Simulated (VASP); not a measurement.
# ZnS (P6_3mc) in VASP: relaxation of cell and atoms with r2SCAN

Aim: the relaxation of cell and atoms of ZnS with r2SCAN.

Program: VASP 6.6.1. These are calculated values, not measurements. Logs are shortened: lines on timing, memory, paths and dates and some standing lists are left out, and cuts for length are marked.

## 1. The cell of the first run

Symmetry: P6_3mc, No. 186, hexagonal system. The conventional cell has a = 3.845 Å, b = 3.845 Å, c = 6.305 Å, α = 90.00°, β = 90.00°, γ = 120.00°. Zn (site symmetry 3m) has 4 S at 2.36 Å within 3.1 Å. Within 3.1 Å of S (site symmetry 3m) lie 4 Zn at 2.36 Å.

## 2. Relaxation of cell and atoms, r2SCAN

POSCAR reads:

```
ZnS
1.0
    3.8450140183      0.0000000000      0.0000000000
   -1.9225070092      3.3298798178      0.0000000000
    0.0000000000      0.0000000000      6.3053869875
Zn S
2 2
Direct
    0.3333333333      0.6666666667      0.0002443153
    0.6666666667      0.3333333333      0.5002443153
    0.3333333333      0.6666666667      0.3747556847
    0.6666666667      0.3333333333      0.8747556847
```

INCAR.step1 reads:

```
PREC     = Accurate       # precision mode
ENCUT    = 600            # plane-wave cutoff, eV
ISMEAR   = -1             # smearing method
SIGMA    = 0.02           # smearing width, eV
LREAL    = F              # projectors in reciprocal space
LASPH    = T              # aspherical terms in the spheres
NELM     = 80             # most SCF steps
GGA      = PE             # functional
ALGO     = Normal         # electronic algorithm
EDIFF    = 1E-4           # SCF threshold, eV
LWAVE    = T              # write WAVECAR
LCHARG   = F              # write CHGCAR
```

INCAR.step2 reads:

```
PREC     = Accurate       # precision mode
ENCUT    = 600            # plane-wave cutoff, eV
EDIFF    = 1E-6           # SCF threshold, eV
ISMEAR   = -1             # smearing method
SIGMA    = 0.02           # smearing width, eV
LREAL    = F              # projectors in reciprocal space
LASPH    = T              # aspherical terms in the spheres
NELM     = 80             # most SCF steps
ALGO     = Normal         # electronic algorithm
ISIF     = 3              # what is computed and relaxed
LWAVE    = F              # write WAVECAR
LCHARG   = F              # write CHGCAR
METAGGA  = R2SCAN         # meta-GGA
LMIXTAU  = T            
IBRION   = 2              # ionic algorithm
NSW      = 80             # ionic steps
EDIFFG   = -0.005         # ionic threshold
ISTART   = 1
```

KPOINTS reads:

```
regular mesh
0
Gamma
  12 12 4
```

Potentials or basis: VASP PAW PBE potentials, release 64 (Zn, S).

Started as:

```bash
$ cat potpaw_PBE.64/Zn/POTCAR potpaw_PBE.64/S/POTCAR > POTCAR
$ cp INCAR.step1 INCAR
$ mpirun -np 1 vasp_std > vasp.out
$ cp INCAR.step2 INCAR
$ mpirun -np 1 vasp_std > vasp.out
```

OUTCAR:

```text
PREC = Accurate
   ENCUT = 600
   EDIFF = 1E-6
   ISMEAR = -1
   LREAL = F
   LASPH = T
   NELM = 80
   ISIF = 3
   METAGGA = R2SCAN
   IBRION = 2
   NSW = 80
   EDIFFG = -0.005
   ISTART = 1

 ion  position               nearest neighbor table
   1  0.333  0.667  0.000-   4 2.36   4 2.36   4 2.36   3 2.36
   2  0.667  0.333  0.500-   3 2.36   3 2.36   3 2.36   4 2.36
   3  0.333  0.667  0.375-   2 2.36   2 2.36   2 2.36   1 2.36
   4  0.667  0.333  0.875-   1 2.36   1 2.36   1 2.36   2 2.36

  LATTYP: Found a hexagonal cell.
 ALAT       =     3.8450140183
 C/A-ratio  =     1.6398866057

  Lattice vectors:

 A1 = (   3.8450140183,   0.0000000000,   0.0000000000)
 A2 = (  -1.9225070092,   3.3298798178,   0.0000000000)
 A3 = (   0.0000000000,   0.0000000000,   6.3053869875)

Analysis of symmetry for initial positions (statically):
=====================================================================
 Subroutine PRICEL returns:
 Original cell was already a primitive cell.

 Routine SETGRP: Setting up the symmetry group for a
 hexagonal supercell.

 Subroutine GETGRP returns: Found 12 space group operations
 (whereof  6 operations were pure point group operations)
 out of a pool of 24 trial point group operations.

The static configuration has the point symmetry C_3v.
 The point group associated with its full space group is C_6v.

Analysis of symmetry for dynamics (positions and initial velocities):
=====================================================================
 Subroutine PRICEL returns:
 Original cell was already a primitive cell.

 Routine SETGRP: Setting up the symmetry group for a
 hexagonal supercell.

 Subroutine GETGRP returns: Found 12 space group operations
 (whereof  6 operations were pure point group operations)
 out of a pool of 24 trial point group operations.

The dynamic configuration has the point symmetry C_3v.
 The point group associated with its full space group is C_6v.

 Subroutine INISYM returns: Found 12 space group operations
 (whereof  6 operations are pure point group operations),
 and found     1 'primitive' translations

----------------------------------------------------------------------------------------

                                     Primitive cell

  volume of cell :      80.7306

  direct lattice vectors                    reciprocal lattice vectors
     3.845014018  0.000000000  0.000000000     0.260077075  0.150155569  0.000000000
    -1.922507009  3.329879818  0.000000000     0.000000000  0.300311139  0.000000000
     0.000000000  0.000000000  6.305386988     0.000000000  0.000000000  0.158594548

  length of vectors
     3.845014018  3.845014018  6.305386988     0.300311139  0.300311139  0.158594548

  position of ions in fractional coordinates (direct lattice)
     0.333333333  0.666666667  0.000244315
     0.666666667  0.333333333  0.500244315
     0.333333333  0.666666667  0.374755685
     0.666666667  0.333333333  0.874755685

  ion indices of the primitive-cell ions
   primitive index   ion index
                 1           1
                 2           2
                 3           3
                 4           4

----------------------------------------------------------------------------------------

 KPOINTS: regular mesh

Automatic generation of k-mesh.
 Grid dimensions read from file:
 generate k-points for:   12   12    4

 Generating k-lattice:

  Cartesian coordinates                     Fractional coordinates (reciprocal lattice)
     0.021673090  0.012512964  0.000000000     0.083333333 -0.000000000  0.000000000
     0.000000000  0.025025928  0.000000000     0.000000000  0.083333333  0.000000000
     0.000000000  0.000000000  0.039648637     0.000000000  0.000000000  0.250000000

  Length of vectors
     0.025025928  0.025025928  0.039648637

  Shift w.r.t. Gamma in fractional coordinates (k-lattice)
     0.000000000  0.000000000  0.000000000

 Subroutine IBZKPT returns following result:
 ===========================================

 Found     57 irreducible k-points:

 Following reciprocal coordinates:
            Coordinates               Weight
  0.000000  0.000000  0.000000      1.000000
  0.083333 -0.000000  0.000000      6.000000
  0.166667  0.000000  0.000000      6.000000
  0.250000  0.000000  0.000000      6.000000
  0.333333  0.000000  0.000000      6.000000
  0.416667  0.000000  0.000000      6.000000
[... 16 lines left out ...]
  0.250000  0.000000  0.250000     12.000000
  0.333333  0.000000  0.250000     12.000000
 [... further k-points ...]
   k-points           NKPTS =     57   k-points in BZ     NKDIM =     57   number of bands    NBANDS=     22
   number of dos      NEDOS =    301   number of ions     NIONS =      4
   total plane-waves  NPLWV =  51200
   dimension x,y,z NGX =    32 NGY =   32 NGZ =   50
   dimension x,y,z NGXF=    64 NGYF=   64 NGZF=  100
   ions per type =               2   2
   NGX,Y,Z   is equivalent  to a cutoff of  13.84, 13.84, 13.18 a.u.
   NGXF,Y,Z  is equivalent  to a cutoff of  27.67, 27.67, 26.37 a.u.
 SYSTEM =  unknown system
   PREC   = accura    normal or accurate (medium, high low for compatibility)
   ISTART =      1    job   : 0-new  1-cont  2-samecut
   ICHARG =      0    charge: 1-file 2-atom 10-const
   ISPIN  =      1    spin polarized calculation?
   LNONCOLLINEAR =      F non collinear calculations
   LSORBIT =      F    spin-orbit coupling
   LASPH  =      T    aspherical Exc in radial PAW
   ENCUT  =  600.0 eV  44.10 Ry    6.64 a.u.   7.68  7.68 12.59*2*pi/ulx,y,z
   NELM   =     80;   NELMIN=  2; NELMDL=  0     # of ELM steps
   EDIFF  = 0.1E-05   stopping-criterion for ELM
   LREAL  =      F    real-space projection
   EDIFFG = -.5E-02   stopping-criterion for IOM
   NSW    =     80    number of steps for IOM
   IBRION =      2    ionic relax: 0-MD 1-quasi-New 2-CG
   NFREE  =      1    steps in history (QN), initial steepest desc. (CG)
   ISIF   =      3    stress and relaxation
   ISYM   =      2    0-nonsym 1-usesym 2-fastsym
   POTIM  = 0.5000    time-step for ionic-motion
   TEBEG  =    0.0;   TEEND  =   0.0 temperature during run
   PSTRESS=    0.0 pullay stress
   NELECT =      36.0000    total number of electrons
   NUPDOWN=      -1.0000    fix difference up-down
   EMIN   =  10.00;   EMAX   =-10.00  energy-range for DOS
   EFERMI =   0.00;   METHOD = LEGACY
   ISMEAR =    -1;   SIGMA  =   0.02  broadening in eV -4-tet -1-fermi 0-gaus
   EFERMI_NEDOS =   21; number of points for ismear=-14 and -15
   IALGO  =     38    algorithm
   IMIX   =      4    mixing-type and parameters
     AMIX     =   0.40;   BMIX     =  1.00
     AMIX_MAG =   1.60;   BMIX_MAG =  1.00
  volume/ion in A,a.u.               =      20.18       136.20
  Fermi-wavevector in a.u.,A,eV,Ry     =   1.250728  2.363533 21.283878  1.564321
  Thomas-Fermi vector in A             =   2.384709
   LORBIT       =      0    0 simple, 1 ext, 2 COOP (PROOUT), +10 PAW based schemes
   METAGGA = R2SCAN    functional components
   LHFCALC =     F    Hartree Fock is set to
   AEXX    =    0.0000 exact exchange contribution
   IVDW    =     0    specifies the selected vdW correction
   LEPSILON=     F    determine dielectric tensor
   LRPA    =     F    only Hartree local field effects (RPA)
 conjugate gradient relaxation of ions
 non-spin polarized calculation
  energy-cutoff  :      600.00
  volume of cell :       80.73
 maximum number of plane-waves:      2743
 NGX is ok and might be reduce to    32
   NGX = 15   NGY = 15   NGZ = 25

--------------------------------------- Ionic step        1  -------------------------------------------

 number of electron      36.0000006 magnetization

 Free energy of the ion-electron system (eV)
  ---------------------------------------------------
  ext. energy  EPLUGINS =         0.00000000
  ---------------------------------------------------
  free energy    TOTEN  =       -37.70833911 eV

  energy without entropy =      -37.70833911  energy(sigma->0) =      -37.70833911

------------------------ aborting loop because EDIFF is reached ----------------------------------------

  FORCE on cell =-STRESS in cart. coord.  units (eV):
  Direction    XX          YY          ZZ          XY          YZ          ZX
  --------------------------------------------------------------------------------------
  -------------------------------------------------------------------------------------
  Total       -1.1150837     -1.1150837     -1.1105107      0.0000000      0.0000000      0.0000000
  in kB      -22.1299193    -22.1299193    -22.0391623      0.0000000      0.0000000      0.0000000
  external PRESSURE =     -22.0996670 kB  Pullay stress =       0.0000000 kB
[... 251 lines left out ...]
  energy  without entropy=      -37.7267546021  energy(sigma->0) =      -37.72675460

--------------------------------------- Ionic step        8  -------------------------------------------

 number of electron      36.0000016 magnetization

 Free energy of the ion-electron system (eV)
  ---------------------------------------------------
  ext. energy  EPLUGINS =         0.00000000
  ---------------------------------------------------
  free energy    TOTEN  =       -37.72675470 eV

  energy without entropy =      -37.72675470  energy(sigma->0) =      -37.72675470

 E-fermi :   2.3286     XC(G=0): -10.3140

 val. band max:        1.9217448439   @ k =   0.0000   0.0000   0.0000
 cond. band min:       4.7073066170   @ k =   0.0000   0.0000   0.0000
 fundamental gap:      2.7855617731
 Fermi energy:         2.3285792043

 k-point     1 :       0.0000    0.0000    0.0000
  band No.  band energies     occupation
      1     -11.8343      2.00000
      2     -10.8751      2.00000
      3      -4.6180      2.00000
      4      -4.6021      2.00000
      5      -4.6020      2.00000
      6      -4.5109      2.00000
[... 574 lines left out ...]
      6      -4.3671      2.00000
[... 14 lines left out ...]
     21       8.0885      0.00000
     22       8.6176      0.00000

 [... further k-points ...]

------------------------ aborting loop because EDIFF is reached ----------------------------------------

  FORCE on cell =-STRESS in cart. coord.  units (eV):
  Direction    XX          YY          ZZ          XY          YZ          ZX
  --------------------------------------------------------------------------------------
  -------------------------------------------------------------------------------------
  Total       -0.0125601     -0.0125601     -0.0068369      0.0000000      0.0000000      0.0000000
  in kB       -0.2568942     -0.2568942     -0.1398369      0.0000000      0.0000000      0.0000000
  external PRESSURE =      -0.2178751 kB  Pullay stress =       0.0000000 kB
[... 19 lines left out ...]
  FREE ENERGIE OF THE ION-ELECTRON SYSTEM (eV)
  ---------------------------------------------------
  free  energy   TOTEN  =       -37.7267546964 eV

  energy  without entropy=      -37.7267546964  energy(sigma->0) =      -37.72675470

 reached required accuracy - stopping structural energy minimisation
```

It took 13 min on 1 thread of Intel Xeon 6975P-C (Granite Rapids), shared host; peak memory 0.32 GiB.

Results:

```yaml
Free_energy: -37.7268 eV
Relaxed_volume: 19.58 Å³/atom
Relaxed_cell: a = 3.805 Å, b = 3.805 Å, c = 6.249 Å, α = 90.00°, β = 90.00°, γ = 120.00°
Space_group_after_relaxing_to_0.1_Å: P6_3mc (No. 186)
Energy_gained_by_relaxing: 4.6 meV/atom
Ionic_steps: 8
Pressure_after_relaxing: 0.0 GPa
Largest_force_after_relaxing: 0.004 eV/Å
Band_gap_on_the_k_mesh: 2.79 eV
```

Forces on the atoms (eV/Å):
```
Zn   0.000  0.000  0.004
Zn   0.000  0.000  0.004
S    0.000  0.000 -0.004
S    0.000  0.000 -0.004
```

The path:
```csv
step,energy change (eV),largest force (eV/Å),pressure (GPa),volume (Å³)
1,0.0000,0.0133,-2.21,80.73
2,-0.0168,0.0008,0.82,77.52
3,-0.0184,0.0049,0.13,78.23
4,-0.0184,0.0056,-0.03,78.36
5,-0.0184,0.0054,-0.01,78.31
6,-0.0184,0.0071,0.02,78.31
7,-0.0184,0.0090,0.02,78.31
8,-0.0184,0.0042,-0.02,78.33
```

Final structure:
```yaml
crystal:
  lattice:
    - [3.80466, 0.00000, 0.00000]
    - [-1.90233, 3.29493, 0.00000]
    - [0.00000, 0.00000, 6.24866]
  atoms:
    - { symbol: Zn, position: [0.33333, 0.66667, 0.00049] }
    - { symbol: Zn, position: [0.66667, 0.33333, 0.50049] }
    - { symbol: S, position: [0.33333, 0.66667, 0.37451] }
    - { symbol: S, position: [0.66667, 0.33333, 0.87451] }
```

Levels at points of the mesh, in eV from the valence-band top:
```
           k point  band 16  band 17  band 18  band 19  band 20  band 21
(0.00, 0.00, 0.00)    -0.09     0.00     0.00     2.79     3.63     6.80
(0.50, 0.00, 0.00)    -2.31    -1.73    -0.91     4.05     4.77     5.44
(0.00, 0.00, 0.50)    -0.48    -0.48    -0.48     4.12     4.12     7.26
(0.50, 0.00, 0.50)    -1.69    -1.66    -1.66     3.96     3.96     5.66
```

Caveat: the PAW data sets were made with another functional, which shifts forces and pressure a little. A k mesh can miss the band edges.
